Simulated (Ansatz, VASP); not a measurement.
This is a calculation of InAs for VASP 6.6.1.

The input INCAR:

```
  PREC = Accurate
  ENCUT = 520
  EDIFF = 1E-7
  ISMEAR = -1
  SIGMA = 0.02
  LREAL = False
  LASPH = True
  NELM = 60
  ALGO = Normal
  ISIF = 2
  LWAVE = False
  LCHARG = False
  GGA = PE
  NBANDS = 16
```

Contents of KPOINTS:

```
Automatic mesh
0
Gamma
  3 3 3
```

File POSCAR:

```
InAs
1.0
    0.0000000000      3.0180000000      3.0180000000
    3.0180000000      0.0000000000      3.0180000000
    3.0180000000      3.0180000000      0.0000000000
In As
1 1
Direct
    0.0000000000      0.0000000000      0.0000000000
    0.7500000000      0.7500000000      0.7500000000
```

Potentials or basis: VASP PAW PBE potentials, release 64 (In_d, As).

The run is started by

```sh
$ cat potpaw_PBE.64/In_d/POTCAR potpaw_PBE.64/As/POTCAR > POTCAR
$ mpirun -np 1 vasp_std > vasp.out
```

Set up the same calculation for Ansatz 0.2.0. Potentials there: all-electron LAPW, scalar-relativistic.

As run (the cutoff follows the program's own potentials):

input.yaml

```yaml
crystal:
  lattice:
    - [0.0, 3.018, 3.018]
    - [3.018, 0.0, 3.018]
    - [3.018, 3.018, 0.0]
  atoms:
    - { symbol: In, position: [0.0, 0.0, 0.0] }
    - { symbol: As, position: [0.75, 0.75, 0.75] }
kpoints:
  mp_grid: { grid: [3, 3, 3] }
scf:
  occupations: { method: fermi_dirac, width: 0.02 }
hamiltonian:
  xc: pbe
  pseudopotentials: { kind: all_electron, lapw: { basis_error: 0.003 } }
output:
  forces: true
  stress: true
  eigenvalues: true
```

Potentials or basis: all-electron LAPW, scalar-relativistic.

The run is started by

```sh
$ ansatz run input.yaml --threads 1 --pin off --max-ram 3072MiB --backend cpu --events-out ev --progress --plain --runs-dir out
```

Both were run:

|  | VASP | Ansatz | Ansatz less VASP |
| --- | --- | --- | --- |
| gap on the k mesh at the Fermi level (eV) | none | none | - |
| pressure (GPa) | 6.2 | 6.2 | -0.07 |

A gap of «none» marks a metal or a gap that the smearing closes. Ansatz ran all-electron here, and VASP with PAW potentials.

The k mesh is coarse, so the values compare programs but aren't converged. Noted on Ansatz's run: the k mesh is thin for a metal, which can move the energy by tens of meV per atom.
